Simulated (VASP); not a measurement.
Write the native input for VASP 6.6.1 that does the following.

```
Task                   : single point
Functional             : PBE
Potentials or basis    : VASP PAW PBE potentials, release 64 (Zn)
Cutoff                 : 520 eV
k mesh                 : 24 × 24 × 10
Occupations            : gaussian, width 0.15 eV
Spin                   : no spin polarisation
Dipole correction      : no
Further INCAR settings : ALGO = Fast; EDIFF = 1e-06; NBANDS = 19
```

The structure of Zn lies in POSCAR:

```
Zn
1.0
    2.5848541116      0.0000000000      0.0000000000
   -1.2924270558      2.2385493257      0.0000000000
    0.0000000000      0.0000000000      4.7982990000
Zn
2
Direct
    0.3333333333      0.6666666667      0.2500000000
    0.6666666667      0.3333333333      0.7500000000
```

This cell differs from its parent crystal: strain -0.030 along x and y, -0.030 along z.

One way to write it, as run:

INCAR

```
SYSTEM = Zn
PREC = Accurate ; ENCUT = 520
EDIFF = 1E-6 ; ISMEAR = 0
SIGMA = 0.15 ; LREAL = .False.
LASPH = .True. ; NELM = 80
ALGO = Fast ; ISIF = 2
LWAVE = .False. ; LCHARG = .False.
GGA = PE ; NBANDS = 19
```

KPOINTS

```
Automatic mesh
0
Gamma
  24 24 10
  0 0 0
```

Potentials or basis: VASP PAW PBE potentials, release 64 (Zn).

Run with:

```sh
$ cat potpaw_PBE.64/Zn/POTCAR > POTCAR
$ mpirun -np 1 vasp_std > vasp.out
```

Results of the run:

| Item | Value |
| --- | --- |
| Pressure | 9.1 GPa |
| Band gap on the k mesh | zero (bands 12 and 13 overlap by 4.44 eV) |

Caveat: the cell differs from its parent crystal (strain -0.030 along x and y, -0.030 along z); the cell stands under pressure.

It took 3.4 min on 1 thread of Intel(R) Xeon(R) Platinum 8375C CPU @ 2.90GHz (Ice Lake) (shared host), peak memory 0.26 GiB.
